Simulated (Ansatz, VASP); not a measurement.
H11C2NO4: VASP beside Ansatz

```xyz
18
Lattice="5.9155 0.0000 0.0000 0.0000 5.9155 0.0000 0.0000 0.0000 5.9155" Properties=species:S:1:pos:R:3 pbc="T T T"
O     3.9322    3.3604    2.7571
O     2.3796    1.3492    3.1739
O     2.5073    4.9218    4.4319
O    -0.0342    2.2324    4.3936
H     3.8485    3.6696    1.8381
H     3.3509    2.5278    2.8240
H     2.6032    0.5575    3.7386
H     1.7738    0.9324    2.5103
H     1.5800    4.6632    4.2801
H     3.0285    4.3385    3.8096
H    -0.5588    2.5863    3.6370
H     0.8368    1.9804    4.0139
H     3.9976    4.9667    5.9530
H     5.2977    5.4270    4.8413
H     5.3459    3.7996    5.6080
C     5.0786    4.8621    5.7721
C     5.8368    5.4228    6.8467
N     6.4562    5.8696    7.7191
```

Alike in both runs: functional PBE; dispersion D3(BJ); k mesh 1 × 1 × 1; occupations fermi-dirac, width 0.05 eV; no spin polarisation.

Ansatz relaxed the structure, and its values are those at the end. VASP's run is a single point on that final structure, the one shown.

```csv
,VASP,Ansatz
version,VASP 6.6.1,Ansatz 0.2.0
potentials or method,"VASP PAW PBE potentials, release 64 (O, H, C, N), cutoff 520 eV","scalar-relativistic, plane waves, PAW"
valence electrons in the cell,48,48
```

|  | VASP | Ansatz | Ansatz less VASP |
| --- | --- | --- | --- |
| gap on the k mesh at the Fermi level (eV) | 4.88 | 4.89 | +0.010 |
| rms of the force components (eV/Å) | 0.112 | 0.082 | -0.0296 |

Ansatz's warnings: xc potential rough in thin density.

Noted on VASP's run: the standard files for N, O and F lose accuracy on very short bonds.
